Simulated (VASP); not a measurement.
# K3ScSi (P6/mmm) in VASP: a series of runs

The runs below take K3ScSi through single point, relaxation of cell and atoms, with PBE.

Program: VASP 6.6.1. These are calculated values, not measurements. Logs are shortened: lines on timing, memory, paths and dates and some standing lists are left out, and cuts for length are marked.

## (1) The cell of the first run

The structure is hexagonal, space group P6/mmm (No. 191). The conventional cell has a = 7.364 Å, b = 7.364 Å, c = 5.181 Å, α = 90.00°, β = 90.00°, γ = 120.00°. Within 4.8 Å of K (site symmetry mmm) lie 4 K at 3.68 Å and 2 Si at 3.68 Å and 4 Sc at 4.50 Å. Within 3.4 Å of Sc (site symmetry 6/mmm) lie 2 Si at 2.59 Å. Si (site symmetry 6/mmm) has 2 Sc at 2.59 Å within 3.4 Å.

## (2) Single point, PBE

Input file INCAR:

```
  PREC = Accurate
  ENCUT = 520
  EDIFF = 1E-6
  ISMEAR = 0
  SIGMA = 0.1
  LREAL = False
  LASPH = True
  NELM = 100
  ALGO = Normal
  ISIF = 2
  LWAVE = False
  LCHARG = False
  GGA = PE
  NBANDS = 29
```

Input file KPOINTS:

```
regular mesh
0
Gamma
  6 6 8
```

Input file POSCAR:

```
K3ScSi
1.0
    7.3637354038      0.0000000000      0.0000000000
   -3.6818677019      6.3771819264      0.0000000000
    0.0000000000      0.0000000000      5.1807490520
K Sc Si
3 1 1
Direct
    0.5000000000      0.0000000000      0.0000000000
    0.0000000000      0.5000000000      0.0000000000
    0.5000000000      0.5000000000      0.0000000000
    0.0000000000      0.0000000000      0.5000000000
    0.0000000000      0.0000000000      0.0000000000
```

Potentials or basis: VASP PAW PBE potentials, release 64 (K_sv, Sc_sv, Si).

On the command line:

```
$ cat potpaw_PBE.64/K_sv/POTCAR potpaw_PBE.64/Sc_sv/POTCAR potpaw_PBE.64/Si/POTCAR > POTCAR
$ mpirun -np 1 vasp_std > vasp.out
```

OUTCAR:

```text
PREC = Accurate
   ENCUT = 520
   EDIFF = 1E-6
   ISMEAR = 0
   LREAL = False
   LASPH = True
   NELM = 100
   ISIF = 2
   GGA = PE

 ion  position               nearest neighbor table
   1  0.500  0.000  0.000-   2 3.68   3 3.68   3 3.68   2 3.68
   2  0.000  0.500  0.000-   1 3.68   1 3.68   3 3.68   3 3.68
   3  0.500  0.500  0.000-   1 3.68   1 3.68   2 3.68   2 3.68
   4  0.000  0.000  0.500-   5 2.59   5 2.59
   5  0.000  0.000  0.000-   4 2.59   4 2.59

  LATTYP: Found a hexagonal cell.
 ALAT       =     7.3637354038
 C/A-ratio  =     0.7035490506

  Lattice vectors:

 A1 = (   7.3637354038,   0.0000000000,   0.0000000000)
 A2 = (  -3.6818677019,   6.3771819264,   0.0000000000)
 A3 = (   0.0000000000,   0.0000000000,   5.1807490520)

Analysis of symmetry for initial positions (statically):
=====================================================================
 Subroutine PRICEL returns:
 Original cell was already a primitive cell.

 Routine SETGRP: Setting up the symmetry group for a
 hexagonal supercell.

 Subroutine GETGRP returns: Found 24 space group operations
 (whereof 24 operations were pure point group operations)
 out of a pool of 24 trial point group operations.

The static configuration has the point symmetry D_6h.

Analysis of symmetry for dynamics (positions and initial velocities):
=====================================================================
 Subroutine PRICEL returns:
 Original cell was already a primitive cell.

 Routine SETGRP: Setting up the symmetry group for a
 hexagonal supercell.

 Subroutine GETGRP returns: Found 24 space group operations
 (whereof 24 operations were pure point group operations)
 out of a pool of 24 trial point group operations.

The dynamic configuration has the point symmetry D_6h.

 Subroutine INISYM returns: Found 24 space group operations
 (whereof 24 operations are pure point group operations),
 and found     1 'primitive' translations

----------------------------------------------------------------------------------------

                                     Primitive cell

  volume of cell :     243.2874

  direct lattice vectors                    reciprocal lattice vectors
     7.363735404  0.000000000  0.000000000     0.135800643  0.078404538  0.000000000
    -3.681867702  6.377181926  0.000000000     0.000000000  0.156809075  0.000000000
     0.000000000  0.000000000  5.180749052     0.000000000  0.000000000  0.193022281

  length of vectors
     7.363735404  7.363735404  5.180749052     0.156809075  0.156809075  0.193022281

  position of ions in fractional coordinates (direct lattice)
     0.500000000  0.000000000  0.000000000
     0.000000000  0.500000000  0.000000000
     0.500000000  0.500000000  0.000000000
     0.000000000  0.000000000  0.500000000
     0.000000000  0.000000000  0.000000000

  ion indices of the primitive-cell ions
   primitive index   ion index
                 1           1
                 2           2
                 3           3
                 4           4
                 5           5

----------------------------------------------------------------------------------------

 KPOINTS: regular mesh

Automatic generation of k-mesh.
 Grid dimensions read from file:
 generate k-points for:    6    6    8

 Generating k-lattice:

  Cartesian coordinates                     Fractional coordinates (reciprocal lattice)
     0.022633440  0.013067423  0.000000000     0.166666667  0.000000000  0.000000000
     0.000000000  0.026134846  0.000000000     0.000000000  0.166666667  0.000000000
     0.000000000  0.000000000  0.024127785     0.000000000  0.000000000  0.125000000

  Length of vectors
     0.026134846  0.026134846  0.024127785

  Shift w.r.t. Gamma in fractional coordinates (k-lattice)
     0.000000000  0.000000000  0.000000000

 Subroutine IBZKPT returns following result:
 ===========================================

 Found     35 irreducible k-points:

 Following reciprocal coordinates:
            Coordinates               Weight
  0.000000  0.000000  0.000000      1.000000
  0.166667 -0.000000  0.000000      6.000000
  0.333333 -0.000000  0.000000      6.000000
  0.500000  0.000000  0.000000      3.000000
  0.166667  0.166667  0.000000      6.000000
  0.333333  0.166667  0.000000     12.000000
[... 16 lines left out ...]
  0.166667 -0.000000  0.375000     12.000000
  0.333333 -0.000000  0.375000     12.000000
 [... further k-points ...]
   k-points           NKPTS =     35   k-points in BZ     NKDIM =     35   number of bands    NBANDS=     29
   number of dos      NEDOS =    301   number of ions     NIONS =      5
   total plane-waves  NPLWV = 125440
   dimension x,y,z NGX =    56 NGY =   56 NGZ =   40
   dimension x,y,z NGXF=   112 NGYF=  112 NGZF=   80
   ions per type =               3   1   1
   NGX,Y,Z   is equivalent  to a cutoff of  12.64, 12.64, 12.84 a.u.
   NGXF,Y,Z  is equivalent  to a cutoff of  25.29, 25.29, 25.67 a.u.
 SYSTEM =  unknown system
   PREC   = accura    normal or accurate (medium, high low for compatibility)
   ISTART =      0    job   : 0-new  1-cont  2-samecut
   ICHARG =      2    charge: 1-file 2-atom 10-const
   ISPIN  =      1    spin polarized calculation?
   LNONCOLLINEAR =      F non collinear calculations
   LSORBIT =      F    spin-orbit coupling
   LASPH  =      T    aspherical Exc in radial PAW
   ENCUT  =  520.0 eV  38.22 Ry    6.18 a.u.  13.69 13.69  9.63*2*pi/ulx,y,z
   NELM   =    100;   NELMIN=  2; NELMDL= -5     # of ELM steps
   EDIFF  = 0.1E-05   stopping-criterion for ELM
   LREAL  =      F    real-space projection
   EDIFFG = 0.1E-04   stopping-criterion for IOM
   NSW    =      0    number of steps for IOM
   IBRION =     -1    ionic relax: 0-MD 1-quasi-New 2-CG
   NFREE  =      0    steps in history (QN), initial steepest desc. (CG)
   ISIF   =      2    stress and relaxation
   ISYM   =      2    0-nonsym 1-usesym 2-fastsym
   POTIM  = 0.5000    time-step for ionic-motion
   TEBEG  =    0.0;   TEEND  =   0.0 temperature during run
   PSTRESS=    0.0 pullay stress
   NELECT =      42.0000    total number of electrons
   NUPDOWN=      -1.0000    fix difference up-down
   EMIN   =  10.00;   EMAX   =-10.00  energy-range for DOS
   EFERMI =   0.00;   METHOD = LEGACY
   ISMEAR =     0;   SIGMA  =   0.10  broadening in eV -4-tet -1-fermi 0-gaus
   EFERMI_NEDOS =   21; number of points for ismear=-14 and -15
   IALGO  =     38    algorithm
   IMIX   =      4    mixing-type and parameters
     AMIX     =   0.40;   BMIX     =  1.00
     AMIX_MAG =   1.60;   BMIX_MAG =  1.00
  volume/ion in A,a.u.               =      48.66       328.36
  Fermi-wavevector in a.u.,A,eV,Ry     =   0.911559  1.722597 11.305621  0.830940
  Thomas-Fermi vector in A             =   2.035852
   LORBIT       =      0    0 simple, 1 ext, 2 COOP (PROOUT), +10 PAW based schemes
   GGA     = PE    functional components
   LHFCALC =     F    Hartree Fock is set to
   AEXX    =    0.0000 exact exchange contribution
   IVDW    =     0    specifies the selected vdW correction
   LEPSILON=     F    determine dielectric tensor
   LRPA    =     F    only Hartree local field effects (RPA)
 non-spin polarized calculation
 Gauss-broadening in eV      SIGMA  =   0.10
  energy-cutoff  :      520.00
  volume of cell :      243.29
 maximum number of plane-waves:      6600
 NGX is ok and might be reduce to    56
   NGX = 27   NGY = 27   NGZ = 19

 number of electron      42.0000001 magnetization

 Free energy of the ion-electron system (eV)
  ---------------------------------------------------
  ext. energy  EPLUGINS =         0.00000000
  ---------------------------------------------------
  free energy    TOTEN  =       -13.20025055 eV

  energy without entropy =      -13.18658192  energy(sigma->0) =      -13.19341623

 E-fermi :   0.8404     XC(G=0):  -6.6435

 val. band max:        0.8357011996   @ k =   0.5000   0.0000   0.5000
 cond. band min:       0.8776190016   @ k =   0.3333   0.3333   0.2500
 fundamental gap:      0.0419178020
 Fermi energy:         0.8403574988

 k-point     1 :       0.0000    0.0000    0.0000
  band No.  band energies     occupation
      1     -49.7199      2.00000
      2     -31.3036      2.00000
      3     -31.2602      2.00000
      4     -31.2602      2.00000
      5     -28.5433      2.00000
      6     -28.5433      2.00000
[... 21 lines left out ...]
     28       3.0732      0.00000
     29       3.1375      0.00000

 k-point     2 :       0.1667   -0.0000    0.0000
  band No.  band energies     occupation
      1     -49.7199      2.00000
      2     -31.3010      2.00000
      3     -31.2628      2.00000
      4     -31.2602      2.00000
      5     -28.5433      2.00000
      6     -28.5432      2.00000
[... 21 lines left out ...]
     28       3.1318      0.00000
     29       3.1635      0.00000

 k-point     3 :       0.3333   -0.0000    0.0000
  band No.  band energies     occupation
      1     -49.7199      2.00000
      2     -31.2945      2.00000
      3     -31.2694      2.00000
      4     -31.2602      2.00000
      5     -28.5432      2.00000
      6     -28.5432      2.00000
[... 21 lines left out ...]
     28       3.2510      0.00000
     29       3.2582      0.00000

 k-point     4 :       0.5000    0.0000    0.0000
  band No.  band energies     occupation
      1     -49.7199      2.00000
      2     -31.2892      2.00000
      3     -31.2748      2.00000
      4     -31.2602      2.00000
      5     -28.5432      2.00000
      6     -28.5432      2.00000
[... 597 lines left out ...]
     28       3.2034      0.00000
     29       3.2042      0.00000

 k-point    23 :       0.1667   -0.0000    0.3750
  band No.  band energies     occupation
      1     -49.7198      2.00000
      2     -31.3008      2.00000
      3     -31.2626      2.00000
      4     -31.2600      2.00000
      5     -28.5432      2.00000
      6     -28.5432      2.00000
[... 21 lines left out ...]
     28       3.1150      0.00000
     29       3.3746      0.00000

 k-point    24 :       0.3333   -0.0000    0.3750
  band No.  band energies     occupation
      1     -49.7198      2.00000
      2     -31.2942      2.00000
      3     -31.2692      2.00000
      4     -31.2600      2.00000
      5     -28.5432      2.00000
      6     -28.5432      2.00000
[... 21 lines left out ...]
     28       2.9434      0.00000
     29       3.2938      0.00000

 [... further k-points ...]

------------------------ aborting loop because EDIFF is reached ----------------------------------------

  FORCE on cell =-STRESS in cart. coord.  units (eV):
  Direction    XX          YY          ZZ          XY          YZ          ZX
  --------------------------------------------------------------------------------------
  -------------------------------------------------------------------------------------
  Total        0.0017802      0.0017802      0.0430196      0.0000000      0.0000000      0.0000000
  in kB        0.0117239      0.0117239      0.2833071      0.0000000      0.0000000      0.0000000
  external PRESSURE =       0.1022516 kB  Pullay stress =       0.0000000 kB

 VOLUME and BASIS-vectors are now :
 -----------------------------------------------------------------------------
  energy-cutoff  :      520.00
  volume of cell :      243.29
      direct lattice vectors                 reciprocal lattice vectors
     7.363735404  0.000000000  0.000000000     0.135800643  0.078404538  0.000000000
    -3.681867702  6.377181926  0.000000000     0.000000000  0.156809075  0.000000000
     0.000000000  0.000000000  5.180749052     0.000000000  0.000000000  0.193022281

 POSITION                                       TOTAL-FORCE (eV/Angst)
 -----------------------------------------------------------------------------------
      3.68187      0.00000      0.00000        -0.000000      0.000000      0.000000
     -1.84093      3.18859      0.00000        -0.000000      0.000000      0.000000
      1.84093      3.18859      0.00000         0.000000      0.000000      0.000000
      0.00000      0.00000      2.59037        -0.000000      0.000000      0.000000
      0.00000      0.00000      0.00000        -0.000000      0.000000      0.000000
 -----------------------------------------------------------------------------------
    total drift:                               -0.000000      0.000000      0.000000

  FREE ENERGIE OF THE ION-ELECTRON SYSTEM (eV)
  ---------------------------------------------------
  free  energy   TOTEN  =       -13.2002505451 eV

  energy  without entropy=      -13.1865819232  energy(sigma->0) =      -13.19341623
```

Wall time 2.8 min (1 thread of Intel Xeon 6975P-C (Granite Rapids), shared host); peak memory 0.49 GiB.

Results:

```
Free energy            : -13.2003 eV
Pressure               : 0.0 GPa
Band gap on the k mesh : zero (band 21 reaches 0.95 eV, above the bottom of band 22 at 0.82 eV)
```

## (3) Relaxation of cell and atoms, PBE

This run uses another cell than the first one, of 48.01 Å³/atom, 0.987 times its volume.

Input file INCAR:

```
SYSTEM = K3ScSi
ALGO = Normal ; EDIFF = 1E-6
EDIFFG = -0.01 ; ENCUT = 600
GGA = PE ; IBRION = 2
ISIF = 3 ; ISMEAR = 0
LASPH = .True. ; LCHARG = .False.
LREAL = .False. ; LWAVE = .False.
NELM = 100 ; NSW = 100
PREC = Accurate ; SIGMA = 0.1
```

Input file KPOINTS:

```
k-points
0
Gamma
  6 6 8
  0 0 0
```

POSCAR, as its differences from that of step 2:

```diff
@@ -2,5 +2,5 @@
 1.0
-    7.3637354038      0.0000000000      0.0000000000
-   -3.6818677019      6.3771819264      0.0000000000
-    0.0000000000      0.0000000000      5.1807490520
+    7.3144457876      0.0000000000      0.0000000000
+   -3.6572228938      6.3344958666      0.0000000000
+    0.0000000000      0.0000000000      5.1810679954
 K Sc Si
```

Potentials or basis: VASP PAW PBE potentials, release 64 (K_sv, Sc_sv, Si).

On the command line:

```
$ cat potpaw_PBE.64/K_sv/POTCAR potpaw_PBE.64/Sc_sv/POTCAR potpaw_PBE.64/Si/POTCAR > POTCAR
$ mpirun -np 1 vasp_std > vasp.out
```

It took 7.1 min on 1 thread of Intel Xeon 6975P-C (Granite Rapids), shared host; peak memory 0.6 GiB.

Results (log left out):

- Free energy: -13.2007 eV
- Relaxed volume: 48.76 Å³/atom
- Relaxed cell: a = 7.370 Å, b = 7.370 Å, c = 5.183 Å, α = 90.00°, β = 90.00°, γ = 120.00°
- Space group after relaxing (to 0.05 Å): P6/mmm (No. 191)
- Energy gained by relaxing: 0.3 meV/atom
- Ionic steps: 4
- Pressure after relaxing: 0.0 GPa
- Band gap on the k mesh: zero (band 21 reaches 0.95 eV, above the bottom of band 22 at 0.81 eV)

Step by step:
```csv
step,energy change (eV),largest force (eV/Å),pressure (GPa),volume (Å³)
1,0.0000,0.0000,0.13,240.06
2,-0.0009,0.0000,0.07,241.36
3,-0.0014,0.0000,-0.03,243.55
4,-0.0017,0.0000,0.00,243.80
```

Final structure:
```yaml
crystal:
  lattice:
    - [7.37006, 0.00000, 0.00000]
    - [-3.68503, 6.38266, 0.00000]
    - [0.00000, 0.00000, 5.18274]
  atoms:
    - { symbol: K, position: [0.50000, 0.00000, 0.00000] }
    - { symbol: K, position: [0.00000, 0.50000, 0.00000] }
    - { symbol: K, position: [0.50000, 0.50000, 0.00000] }
    - { symbol: Sc, position: [0.00000, 0.00000, 0.50000] }
    - { symbol: Si, position: [0.00000, 0.00000, 0.00000] }
```

Levels at points of the mesh, in eV from the Fermi level:
```csv
k point,band 18,band 19,band 20,band 21,band 22,band 23,band 24,band 25
"(0.00, 0.00, 0.00)",-1.64,-0.77,-0.77,-0.09,0.25,0.25,0.68,0.68
"(0.50, 0.00, 0.00)",-1.89,-1.08,-0.67,-0.14,0.38,0.62,0.62,0.71
"(0.00, 0.00, 0.50)",-2.51,-1.07,-1.07,-0.39,0.12,0.62,0.62,1.17
"(0.50, 0.00, 0.50)",-2.46,-1.58,-1.23,-0.01,0.00,0.46,0.68,1.08
```

## (4) Single point, PBE

Input file INCAR:

```
  PREC = Accurate
  ENCUT = 520
  EDIFF = 1E-6
  ISMEAR = 0
  SIGMA = 0.1
  LREAL = False
  LASPH = True
  NELM = 100
  ALGO = Normal
  ISIF = 2
  LWAVE = False
  LCHARG = False
  GGA = PE
  NBANDS = 29
```

Input file KPOINTS:

```
Automatic mesh
0
Gamma
  6 6 8
```

POSCAR, as its differences from that of step 3:

```diff
@@ -2,5 +2,5 @@
 1.0
-    7.3144457876      0.0000000000      0.0000000000
-   -3.6572228938      6.3344958666      0.0000000000
-    0.0000000000      0.0000000000      5.1810679954
+    7.3637354038      0.0000000000      0.0000000000
+   -3.6818677019      6.3771819264      0.0000000000
+    0.0000000000      0.0000000000      5.1807490520
 K Sc Si
```

On the command line:

```
$ cat potpaw_PBE.64/K_sv/POTCAR potpaw_PBE.64/Sc_sv/POTCAR potpaw_PBE.64/Si/POTCAR > POTCAR
$ mpirun -np 1 vasp_std > vasp.out
```

Run time: 2.7 min. Hardware: 1 thread of Intel Xeon 6975P-C (Granite Rapids), shared host; peak memory 0.49 GiB.

The run converged. Its results:

```
Free energy            : -13.2003 eV
Pressure               : 0.0 GPa
Band gap on the k mesh : zero (band 21 reaches 0.95 eV, above the bottom of band 22 at 0.82 eV)
```

Levels at points of the mesh, in eV from the Fermi level:
```csv
k point,band 17,band 18,band 19,band 20,band 21,band 22,band 23,band 24,band 25,band 26
"(0.00, 0.00, 0.00)",-6.80,-1.64,-0.77,-0.77,-0.08,0.25,0.25,0.68,0.68,1.06
"(0.50, 0.00, 0.00)",-6.71,-1.90,-1.08,-0.67,-0.14,0.38,0.62,0.62,0.71,0.73
"(0.00, 0.00, 0.50)",-6.20,-2.51,-1.07,-1.07,-0.39,0.12,0.62,0.62,1.17,1.17
"(0.50, 0.00, 0.50)",-6.12,-2.46,-1.58,-1.23,-0.01,0.00,0.46,0.68,1.08,1.21
```
